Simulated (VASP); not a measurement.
Set up this calculation in VASP 6.6.1, as the native input.

```yaml
Task: single point
Functional: PBE
Potentials_or_basis: VASP PAW PBE potentials, release 64 (C)
Cutoff: 520 eV
k_mesh: 18 × 18 × 6
Occupations: gaussian, width 0.1 eV
Spin: no spin polarisation
Dipole_correction: no
Further_INCAR_settings: ALGO = Normal; EDIFF = 1e-07; NBANDS = 16
```

The structure of C lies in POSCAR:

```
C
1.0
    1.2332883510     -2.1360411201      0.0000000000
    1.2332883510      2.1360411201      0.0000000000
    0.0000000000      0.0000000000      8.5275579303
C
4
Direct
    0.0833317940      0.9166682060      0.7500000000
    0.5833317940      0.4166682060      0.2500000000
    0.9166682060      0.0833317940      0.2500000000
    0.4166682060      0.5833317940      0.7500000000
```

These files were run (other wordings do the same):

INCAR

```
SYSTEM = C
PREC = Accurate
ENCUT = 520
EDIFF = 1E-7
ISMEAR = 0
SIGMA = 0.1
LREAL = .FALSE.
LASPH = .TRUE.
NELM = 100
ALGO = Normal
ISIF = 2
LWAVE = .FALSE.
LCHARG = .TRUE.
GGA = PE
LELF = .TRUE.
LVHAR = .TRUE.
NBANDS = 16
```

KPOINTS

```
regular mesh
0
G
  18 18 6
  0 0 0
```

Potentials or basis: VASP PAW PBE potentials, release 64 (C).

Command:

```sh
$ cat potpaw_PBE.64/C/POTCAR > POTCAR
$ mpirun -np 1 vasp_std > vasp.out
```

It gave:

```yaml
Pressure: 0.4 GPa
Band_gap_on_the_k_mesh: zero (filled and empty bands touch)
```

Caveat: this functional lacks dispersion, which binds the layers, so the pressure and a relaxed spacing across them are unreliable.

It took 100 s on 1 thread of AMD EPYC 9R45 96-Core Processor (Zen 5), on a shared host, peak memory 0.26 GiB.
